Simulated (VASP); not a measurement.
A run of VASP 6.6.1 is set up as follows.

File INCAR:

```
ALGO = Fast
EDIFF = 1E-6
ENCUT = 520
GGA = PE
ISIF = 2
ISMEAR = 0
IVDW = 12
LASPH = T
LCHARG = T
LELF = T
LREAL = F
LVHAR = T
LWAVE = F
NBANDS = 14
NELM = 100
PREC = Accurate
SIGMA = 0.15
```

File KPOINTS:

```
k-points
0
Gamma
  18 18 18
```

File POSCAR:

```
Bi
1.0
   -1.8642438509      1.8642438509      2.1647599596
    1.8642438509     -1.8642438509      2.1647599596
    1.8642438509      1.8642438509     -2.1647599596
Bi
1
Direct
    0.0000000000      0.0000000000      0.0000000000
```

Potentials or basis: VASP PAW PBE potentials, release 64 (Bi_d).

Run with:

```sh
$ cat potpaw_PBE.64/Bi_d/POTCAR > POTCAR
$ mpirun -np 1 vasp_std > vasp.out
```

(1) Predict the band gap on the k mesh.

(2) What does it give for the dispersion energy per atom?

(3) Estimate the pressure.

## Answers

(1) zero (an odd number of electrons rules out a gap without spin polarisation).

(2) -0.524 eV.

(3) 0.2 GPa.

Caveat: spin-orbit coupling is left out, which moves the levels of the heavy elements.
